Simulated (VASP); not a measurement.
Here is a VASP 6.6.1 calculation.

The input INCAR:

```
SYSTEM = Sm3Ta
PREC     = Accurate       ! precision mode
ENCUT    = 500            ! plane-wave cutoff, eV
EDIFF    = 1E-6           ! SCF threshold, eV
ISMEAR   = 0              ! smearing method
SIGMA    = 0.2            ! smearing width, eV
LREAL    = .False.        ! projectors in reciprocal space
LASPH    = .True.         ! aspherical terms in the spheres
NELM     = 200            ! most SCF steps
ALGO     = Normal         ! electronic algorithm
ISIF     = 2              ! what is computed and relaxed
LWAVE    = .False.        ! write WAVECAR
LCHARG   = .False.        ! write CHGCAR
GGA      = PE             ! functional
NBANDS   = 54             ! bands
GGA_COMPAT= .False.      
LMAXMIX  = 6              ! l up to which the mixer works
```

File KPOINTS:

```
regular mesh
0
Gamma
  3 3 3
  0 0 0
```

File POSCAR:

```
Sm3Ta
1.0
    8.2812689783      0.0000000000      0.0000000000
    0.0000000000      8.2812689783      0.0000000000
    0.0000000000      0.0000000000      3.1274951082
Sm Ta
6 2
Direct
    0.7602571886      0.7602571886      0.0000000000
    0.2397428114      0.2397428114      0.0000000000
    0.2397428114      0.7602571886      0.0000000000
    0.7602571886      0.2397428114      0.0000000000
    0.0000000000      0.0000000000      0.5000000000
    0.5000000000      0.5000000000      0.0000000000
    0.0000000000      0.5000000000      0.5000000000
    0.5000000000      0.0000000000      0.5000000000
```

Potentials or basis: VASP PAW PBE potentials, release 64 (Sm_3, Ta_pv), 4f in core.

Run with:

```bash
$ cat potpaw_PBE.64/Sm_3/POTCAR potpaw_PBE.64/Ta_pv/POTCAR > POTCAR
$ mpirun -np 1 vasp_std > vasp.out
```

**Question.** Predict the band gap on the k mesh.

**Answer.** Zero (bands 44 and 45 overlap by 0.15 eV).

**Question.** Estimate the pressure.

**Answer.** 0.4 GPa.

Stress tensor (GPa, compression positive):
```
0.48 0.00 0.00
0.00 0.48 0.00
0.00 0.00 0.37
```

Caveat: the k points lie up to 0.67 Å⁻¹ apart; spin-orbit coupling is left out, which moves the levels of the heavy elements; the 4f electrons are frozen in the core, so they carry no moment and show no levels. Spin polarisation is off, so any magnetic state and its effect on volume and gap are missing.
